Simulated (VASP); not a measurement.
# P (P4/mmm) in VASP: notebook

P is run at these levels: PBEsol+D3(BJ); tasks: single point.

All numbers are computed with VASP 6.6.1; they aren't measurements. Logs are shortened: lines on timing, memory, paths and dates and some standing lists are left out, and cuts for length are marked.

## (1) The cell of the first run

The structure is tetragonal, space group P4/mmm (No. 123). Conventional cell: a = 4.145 Å, b = 4.145 Å, c = 4.444 Å, α = 90.00°, β = 90.00°, γ = 90.00°. Within 5.4 Å of P (site symmetry 4/mmm) lie 6 P at 4.14 to 4.44 Å.

## (2) Single point, PBEsol+D3(BJ) (strain -0.030 along x and y, +0.015 along z)

File INCAR:

```
SYSTEM = P
ALGO = Normal
EDIFF = 1E-6
ENCUT = 520
GGA = PS
ISIF = 2
ISMEAR = 0
IVDW = 12
LASPH = .True.
LCHARG = .False.
LREAL = .False.
LWAVE = .False.
NBANDS = 8
NELM = 100
PREC = Accurate
SIGMA = 0.15
```

File KPOINTS:

```
k-points
0
Gamma
  12 12 12
  0 0 0
```

File POSCAR:

```
P
1.0
    4.1447177117      0.0000000000      0.0000000000
    0.0000000000      4.1447177117      0.0000000000
    0.0000000000      0.0000000000      4.4436700000
P
1
Direct
    0.0000000000      0.0000000000      0.0000000000
```

Potentials or basis: VASP PAW PBE potentials, release 64 (P).

The run is started by

```bash
cat potpaw_PBE.64/P/POTCAR > POTCAR
mpirun -np 1 vasp_std > vasp.out
```

OUTCAR:

```text
SYSTEM = P
   EDIFF = 1E-6
   ENCUT = 520
   GGA = PS
   ISIF = 2
   ISMEAR = 0
   IVDW = 12
   LASPH = .True.
   LREAL = .False.
   NELM = 100
   PREC = Accurate
 IVDW          = 12

 ion  position               nearest neighbor table
   1  0.000  0.000  0.000-

  LATTYP: Found a simple tetragonal cell.
 ALAT       =     4.1447177117
 C/A-ratio  =     1.0721285041

  Lattice vectors:

 A1 = (   4.1447177117,   0.0000000000,   0.0000000000)
 A2 = (   0.0000000000,   4.1447177117,   0.0000000000)
 A3 = (   0.0000000000,   0.0000000000,   4.4436700000)

Analysis of symmetry for initial positions (statically):
=====================================================================
 Subroutine PRICEL returns:
 Original cell was already a primitive cell.

 Routine SETGRP: Setting up the symmetry group for a
 simple tetragonal supercell.

 Subroutine GETGRP returns: Found 16 space group operations
 (whereof 16 operations were pure point group operations)
 out of a pool of 16 trial point group operations.

The static configuration has the point symmetry D_4h.

Analysis of symmetry for dynamics (positions and initial velocities):
=====================================================================
 Subroutine PRICEL returns:
 Original cell was already a primitive cell.

 Routine SETGRP: Setting up the symmetry group for a
 simple tetragonal supercell.

 Subroutine GETGRP returns: Found 16 space group operations
 (whereof 16 operations were pure point group operations)
 out of a pool of 16 trial point group operations.

The dynamic configuration has the point symmetry D_4h.

 Subroutine INISYM returns: Found 16 space group operations
 (whereof 16 operations are pure point group operations),
 and found     1 'primitive' translations

----------------------------------------------------------------------------------------

                                     Primitive cell

  volume of cell :      76.3364

  direct lattice vectors                    reciprocal lattice vectors
     4.144717712  0.000000000  0.000000000     0.241270955  0.000000000  0.000000000
     0.000000000  4.144717712  0.000000000     0.000000000  0.241270955  0.000000000
     0.000000000  0.000000000  4.443670000     0.000000000  0.000000000  0.225039213

  length of vectors
     4.144717712  4.144717712  4.443670000     0.241270955  0.241270955  0.225039213

  position of ions in fractional coordinates (direct lattice)
     0.000000000  0.000000000  0.000000000

  ion indices of the primitive-cell ions
   primitive index   ion index
                 1           1

[... 78 lines left out ...]
   ISYM   =      2    0-nonsym 1-usesym 2-fastsym
   POTIM  = 0.5000    time-step for ionic-motion
   TEBEG  =    0.0;   TEEND  =   0.0 temperature during run
   PSTRESS=    0.0 pullay stress
   NELECT =       5.0000    total number of electrons
   NUPDOWN=      -1.0000    fix difference up-down
   EMIN   =  10.00;   EMAX   =-10.00  energy-range for DOS
   EFERMI =   0.00;   METHOD = LEGACY
   ISMEAR =     0;   SIGMA  =   0.15  broadening in eV -4-tet -1-fermi 0-gaus
   EFERMI_NEDOS =   21; number of points for ismear=-14 and -15
   IALGO  =     38    algorithm
   IMIX   =      4    mixing-type and parameters
     AMIX     =   0.40;   BMIX     =  1.00
     AMIX_MAG =   1.60;   BMIX_MAG =  1.00
  volume/ion in A,a.u.               =      76.34       515.14
  Fermi-wavevector in a.u.,A,eV,Ry     =   0.659914  1.247057  5.925160  0.435487
  Thomas-Fermi vector in A             =   1.732199
   LORBIT       =      0    0 simple, 1 ext, 2 COOP (PROOUT), +10 PAW based schemes
   GGA     = PS    functional components
   LHFCALC =     F    Hartree Fock is set to
   AEXX    =    0.0000 exact exchange contribution
   IVDW    =    12    specifies the selected vdW correction
   LEPSILON=     F    determine dielectric tensor
   LRPA    =     F    only Hartree local field effects (RPA)
 non-spin polarized calculation
 Gauss-broadening in eV      SIGMA  =   0.15
  energy-cutoff  :      520.00
  volume of cell :       76.34
 maximum number of plane-waves:      2076
 NGX is ok and might be reduce to    32
   NGX = 15   NGY = 15   NGZ = 17

 number of electron       5.0000001 magnetization

 Free energy of the ion-electron system (eV)
  ---------------------------------------------------
  ext. energy  EPLUGINS =         0.00000000
  ---------------------------------------------------
  free energy    TOTEN  =        -1.29199400 eV

  energy without entropy =       -1.25565055  energy(sigma->0) =       -1.27382227

 E-fermi :  -2.9573     XC(G=0):  -5.1922

 val. band max:       -2.9624530971   @ k =   0.2500   0.1667   0.4167
 cond. band min:      -2.9554000126   @ k =   0.2500   0.2500   0.1667
 fundamental gap:      0.0070530845
 Fermi energy:        -2.9573080387

 k-point     1 :       0.0000    0.0000    0.0000
  band No.  band energies     occupation
      1     -11.7287      2.00000
      2      -2.6046      0.00088
      3      -2.2787      0.00000
      4      -2.2787      0.00000
      5       1.7178      0.00000
      6       4.4362      0.00000
      7       4.6638      0.00000
      8       9.1796      0.00000
[... 243 lines left out ...]
 k-point    24 :       0.4167    0.3333    0.0000
  band No.  band energies     occupation
      1     -11.3736      2.00000
      2      -3.5603      2.00000
      3      -3.2603      1.99571
      4      -2.2927      0.00000
      5       3.3740      0.00000
      6       4.7451      0.00000
      7       6.8404      0.00000
      8       6.9120      0.00000

 [... further k-points ...]

------------------------ aborting loop because EDIFF is reached ----------------------------------------

 Edisp (eV)   -0.08531

 E8    (eV) :    -0.0503

  FORCE on cell =-STRESS in cart. coord.  units (eV):
  Direction    XX          YY          ZZ          XY          YZ          ZX
  --------------------------------------------------------------------------------------
  -------------------------------------------------------------------------------------
  Total      -2.34105    -2.34105    -1.73433     0.00000     0.00000     0.00000
  in kB     -49.13485   -49.13485   -36.40072     0.00000     0.00000     0.00000
  external pressure =      -44.89 kB  Pullay stress =        0.00 kB

 VOLUME and BASIS-vectors are now :
 -----------------------------------------------------------------------------
  energy-cutoff  :      520.00
  volume of cell :       76.34
      direct lattice vectors                 reciprocal lattice vectors
     4.144717712  0.000000000  0.000000000     0.241270955  0.000000000  0.000000000
     0.000000000  4.144717712  0.000000000     0.000000000  0.241270955  0.000000000
     0.000000000  0.000000000  4.443670000     0.000000000  0.000000000  0.225039213

 POSITION                                       TOTAL-FORCE (eV/Angst)
 -----------------------------------------------------------------------------------
      0.00000      0.00000      0.00000         0.000000      0.000000      0.000000
 -----------------------------------------------------------------------------------
    total drift:                                0.000000     -0.000000      0.000000

  FREE ENERGIE OF THE ION-ELECTRON SYSTEM (eV)
  ---------------------------------------------------
  free  energy   TOTEN  =        -1.3773071263 eV

  energy  without entropy=       -1.3409636768  energy(sigma->0) =       -1.35913540
```

OSZICAR:

```text
N       E                     dE             d eps       ncg     rms          rms(c)
DAV:   1     0.762661626401E+01    0.76266E+01   -0.13244E+03  3136   0.361E+02
DAV:   2    -0.906726385069E+00   -0.85333E+01   -0.83850E+01  4352   0.459E+01
DAV:   3    -0.130927573594E+01   -0.40255E+00   -0.39220E+00  3992   0.104E+01
DAV:   4    -0.131264424845E+01   -0.33685E-02   -0.33667E-02  5432   0.108E+00
DAV:   5    -0.131264871646E+01   -0.44680E-05   -0.44679E-05  4192   0.275E-02    0.632E-01
DAV:   6    -0.129485902532E+01    0.17790E-01   -0.30779E-02  3888   0.664E-01    0.336E-01
DAV:   7    -0.129094159750E+01    0.39174E-02   -0.29857E-02  3920   0.684E-01    0.161E-01
DAV:   8    -0.129191271501E+01   -0.97112E-03   -0.11096E-03  3824   0.160E-01    0.238E-02
DAV:   9    -0.129193677941E+01   -0.24064E-04   -0.18286E-05  5056   0.228E-02    0.726E-03
DAV:  10    -0.129198190963E+01   -0.45130E-04   -0.40032E-05  3400   0.268E-02    0.425E-03
DAV:  11    -0.129199403212E+01   -0.12122E-04   -0.26102E-05  3416   0.208E-02    0.135E-03
DAV:  12    -0.129199399677E+01    0.35358E-07   -0.36587E-07  4440   0.276E-03
   1 F= -.13773071E+01 E0= -.13591354E+01  d E =-.363434E-01
```

stdout:

```text
POSCAR found type information on POSCAR P
 POSCAR found :  1 types and       1 ions
 scaLAPACK will be used
 -----------------------------------------------------------------------------
|                                                                             |
|                                                                             |
|     You enforced a specific xc type in the INCAR file but a different       |
|     I HOPE YOU KNOW WHAT YOU ARE DOING!                                     |
|                                                                             |
 -----------------------------------------------------------------------------

 LDA part: xc-table for (Slater+PW92), standard interpolation
 POSCAR, INCAR and KPOINTS ok, starting setup
 FFT: planning ... GRIDC
 FFT: planning ... GRID_SOFT
 FFT: planning ... GRID
 WAVECAR not read
 entering main loop
```

It took 37 s on 1 thread of Intel Xeon 6975P-C (Granite Rapids), shared host; peak memory 0.24 GiB.

Results:

```yaml
Free_energy: -1.3773 eV
Pressure: -4.5 GPa
Band_gap_on_the_k_mesh: zero (an odd number of electrons rules out a gap without spin polarisation)
Dispersion_energy_per_atom: -0.085 eV
```

Levels at points of the mesh, in eV from the Fermi level:
```
           k point  band 1  band 2  band 3  band 4  band 5
(0.00, 0.00, 0.00)   -8.77    0.35    0.68    0.68    4.68
(0.50, 0.00, 0.00)   -8.55   -0.94    0.55    0.85    6.63
(0.50, 0.50, 0.00)   -8.35   -0.59   -0.59    0.72    5.84
(0.00, 0.00, 0.50)   -8.65   -0.80    0.78    0.78    6.54
(0.50, 0.00, 0.50)   -8.44   -0.70   -0.44    0.94    5.80
(0.50, 0.50, 0.50)   -8.24   -0.40   -0.40   -0.15    6.75
```

Caveat: the cell differs from its parent crystal (strain -0.030 along x and y, +0.015 along z); the cell stands under tension; the nearest neighbours stand farther apart than a usual bond; the PAW data sets were made with another functional, which shifts forces and pressure a little; an odd number of electrons without spin polarisation forces a metal; a magnetic or distorted state may lie lower.

## (3) Single point, PBEsol+D3(BJ) (strain -0.030 along x and y, +0.030 along z)

File INCAR:

```
  PREC = Accurate
  ENCUT = 520
  EDIFF = 1E-7
  ISMEAR = 0
  SIGMA = 0.15
  LREAL = F
  LASPH = T
  NELM = 80
  ALGO = Normal
  ISIF = 2
  LWAVE = F
  LCHARG = F
  GGA = PS
  IVDW = 12
  NBANDS = 8
```

File KPOINTS:

```
Automatic mesh
0
Gamma
  12 12 12
```

Edit POSCAR of step 2 so:

```diff
@@ -4,3 +4,3 @@
     0.0000000000      4.1447177117      0.0000000000
-    0.0000000000      0.0000000000      4.4436700000
+    0.0000000000      0.0000000000      4.5093400000
 P
```

Potentials or basis: VASP PAW PBE potentials, release 64 (P).

The run is started by

```bash
cat potpaw_PBE.64/P/POTCAR > POTCAR
mpirun -np 1 vasp_std > vasp.out
```

Wall time 39 s (1 thread of Intel Xeon 6975P-C (Granite Rapids), shared host); peak memory 0.25 GiB.

It converged, with:

| Quantity | Value |
| --- | --- |
| Free energy | -1.3528 eV |
| Pressure | -4.4 GPa |
| Band gap on the k mesh | zero (an odd number of electrons rules out a gap without spin polarisation) |
| Dispersion energy per atom | -0.084 eV |

Stress tensor (GPa, compression positive):
```
-4.86  0.00  0.00
 0.00 -4.86  0.00
 0.00  0.00 -3.34
```

Levels at points of the mesh, in eV from the Fermi level:
```csv
k point,band 1,band 2,band 3,band 4,band 5,band 6,band 7,band 8
"(0.00, 0.00, 0.00)",-8.76,0.30,0.68,0.68,4.66,7.37,7.64,12.06
"(0.50, 0.00, 0.00)",-8.54,-0.93,0.50,0.86,6.61,7.69,8.27,9.14
"(0.50, 0.50, 0.00)",-8.34,-0.58,-0.58,0.68,5.86,8.23,9.91,9.91
"(0.00, 0.00, 0.50)",-8.65,-0.77,0.78,0.78,6.50,7.42,8.14,10.12
"(0.50, 0.00, 0.50)",-8.44,-0.72,-0.41,0.94,5.82,8.21,9.64,9.92
"(0.50, 0.50, 0.50)",-8.25,-0.41,-0.41,-0.11,6.72,7.06,7.06,9.30
```

Caveat: the cell differs from its parent crystal (strain -0.030 along x and y, +0.030 along z); the cell stands under tension; the nearest neighbours stand farther apart than a usual bond; the PAW data sets were made with another functional, which shifts forces and pressure a little; an odd number of electrons without spin polarisation forces a metal; a magnetic or distorted state may lie lower.
